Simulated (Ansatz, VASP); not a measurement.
This is a calculation of Bi for VASP 6.6.1.

The input INCAR:

```
PREC = Accurate
ENCUT = 520
EDIFF = 1E-6
ISMEAR = -1
SIGMA = 0.05
LREAL = False
LASPH = True
NELM = 80
ALGO = Fast
ISIF = 2
LWAVE = False
LCHARG = False
GGA = PE
NBANDS = 22
```

The input KPOINTS:

```
Automatic mesh
0
Gamma
  6 6 9
```

POSCAR

```
Bi
1.0
    3.5345058698     -3.1738008589      0.0000000000
    3.5345058698      3.1738008589      0.0000000000
   -1.2768189413      0.0000000000      3.1545224618
Bi
2
Direct
    0.7530610000      0.7530610000      0.8573820000
    0.2469390000      0.2469390000      0.1426180000
```

Potentials or basis: VASP PAW PBE potentials, release 64 (Bi_d).

Launch:

```sh
$ cat potpaw_PBE.64/Bi_d/POTCAR > POTCAR
$ mpirun -np 1 vasp_std > vasp.out
```

Set up the same calculation for Ansatz 0.2.0. Potentials there: Ansatz PAW soft_1.

As run (the cutoff follows the program's own potentials):

input.yaml

```yaml
crystal:
  lattice:
    - [3.5345058698, -3.1738008589, 0.0]
    - [3.5345058698, 3.1738008589, 0.0]
    - [-1.2768189413, 0.0, 3.1545224618]
  atoms:
    - { symbol: Bi, position: [0.753061, 0.753061, 0.857382] }
    - { symbol: Bi, position: [0.246939, 0.246939, 0.142618] }
hamiltonian:
  xc: pbe
  pseudopotentials: { kind: paw, azcp: { folder: soft_1 } }
kpoints:
  mp_grid: { grid: [6, 6, 9] }
scf:
  occupations: { method: fermi_dirac, width: 0.05 }
output:
  forces: true
  stress: true
  eigenvalues: true
```

Potentials or basis: Ansatz PAW soft_1.

Run with:

```sh
$ ansatz run input.yaml --threads 1 --pin off --max-ram 3584MiB --backend cpu --events-out ev --progress --plain --runs-dir out
```

Both were run:

|  | VASP | Ansatz | Ansatz less VASP |
| --- | --- | --- | --- |
| gap on the k mesh at the Fermi level (eV) | none | none | - |
| pressure (GPa) | -1.7 | -1.7 | +0.05 |
| traceless stress, the component that is largest in VASP (GPa) | -0.68 | -0.68 | +0.001 |
| rms of the force components (eV/Å) | 0.053 | 0.054 | +0.0006 |

Atom by atom the forces differ by 0.001 eV/Å (rms over components). A gap of «none» marks a metal or a gap that the smearing closes.

Spin-orbit coupling is off throughout.
